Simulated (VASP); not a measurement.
Here is a VASP 6.6.1 calculation.

File INCAR:

```
SYSTEM = BiB
PREC = Accurate ; ENCUT = 520
EDIFF = 1E-6 ; ISMEAR = 1
SIGMA = 0.5 ; LREAL = .FALSE.
LASPH = .TRUE. ; NELM = 60
ALGO = Normal ; ISIF = 2
LWAVE = .FALSE. ; LCHARG = .TRUE.
GGA = PS ; LELF = .TRUE.
LVHAR = .TRUE. ; NBANDS = 16
```

KPOINTS

```
Automatic mesh
0
G
  6 6 6
  0 0 0
```

POSCAR

```
BiB
1.0
    0.0000000000      2.7448744688      2.7448744688
    2.7448744688      0.0000000000      2.7448744688
    2.7448744688      2.7448744688      0.0000000000
B Bi
1 1
Direct
    0.0000000000      0.0000000000      0.0000000000
    0.2500000000      0.2500000000      0.2500000000
```

Potentials or basis: VASP PAW PBE potentials, release 64 (B, Bi_d).

The run is started by

```sh
$ cat potpaw_PBE.64/B/POTCAR potpaw_PBE.64/Bi_d/POTCAR > POTCAR
$ mpirun -np 1 vasp_std > vasp.out
```

Question: What does it give for the pressure?

Answer: -1.6 GPa.

Question: Predict the band gap on the k mesh.

Answer: 0.30 eV.

Caveat: the PAW data sets were made with another functional, which shifts forces and pressure a little; spin-orbit coupling is left out, which moves the levels of the heavy elements. A k mesh can miss the band edges.
